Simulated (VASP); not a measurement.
A run of VASP 6.6.1 is set up as follows.

Contents of INCAR:

```
PREC = Accurate
ENCUT = 560
EDIFF = 1E-6
ISMEAR = 0
SIGMA = 0.2
LREAL = False
LASPH = True
NELM = 120
ALGO = Normal
ISIF = 2
LWAVE = False
LCHARG = False
GGA = CA
NBANDS = 14
GGA_COMPAT = False
```

File KPOINTS:

```
Automatic mesh
0
Gamma
  14 14 14
```

POSCAR

```
Ir
1.0
    0.0000000000      1.9060927672      1.9060927672
    1.9060927672      0.0000000000      1.9060927672
    1.9060927672      1.9060927672      0.0000000000
Ir
1
Direct
    0.0000000000      0.0000000000      0.0000000000
```

Potentials or basis: VASP PAW LDA potentials, release 64 (Ir_sv_GW).

Launch:

```sh
$ cat potpaw_LDA.64/Ir_sv_GW/POTCAR > POTCAR
$ mpirun -np 1 vasp_std > vasp.out
```

Q: What does it give for the band gap on the k mesh?

A: Zero (an odd number of electrons rules out a gap without spin polarisation).

Q: What does it give for the pressure?

A: -0.4 GPa.

Caveat: spin-orbit coupling is left out, which moves the levels of the heavy elements.
